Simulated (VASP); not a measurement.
Write the native input for VASP 6.6.1 that does the following.

```
Task                   : single point
Functional             : PBE
Potentials or basis    : VASP PAW PBE potentials, release 64 (Sn_d, Al)
Cutoff                 : 520 eV
k mesh                 : 6 × 6 × 7
Occupations            : gaussian, width 0.005 eV
Spin                   : no spin polarisation
Dipole correction      : no
Further INCAR settings : ALGO = Fast; EDIFF = 1e-07; NBANDS = 16
```

The structure of AlSn lies in POSCAR:

```
AlSn
1.0
    4.1981056157      0.0000000000      0.0000000000
   -2.0990528078      3.6356661109      0.0000000000
    0.0000000000      0.0000000000      3.3068470000
Sn Al
1 1
Direct
    0.3333333333      0.6666666667      0.5000000000
    0.0000000000      0.0000000000      0.0000000000
```

These files were run (other wordings do the same):

INCAR

```
ALGO = Fast
EDIFF = 1E-7
ENCUT = 520
GGA = PE
ISIF = 2
ISMEAR = 0
LASPH = T
LCHARG = F
LREAL = F
LWAVE = F
NBANDS = 16
NELM = 80
PREC = Accurate
SIGMA = 0.005
```

KPOINTS

```
k-points
0
Gamma
  6 6 7
```

Potentials or basis: VASP PAW PBE potentials, release 64 (Sn_d, Al).

Launch:

```bash
$ cat potpaw_PBE.64/Sn_d/POTCAR potpaw_PBE.64/Al/POTCAR > POTCAR
$ mpirun -np 1 vasp_std > vasp.out
```

It gave:

```json
{
  "Pressure": "-0.3 GPa"
}
```

It took 31 s on 1 thread of Intel Xeon 8259CL, with other jobs on the host, peak memory 0.17 GiB.
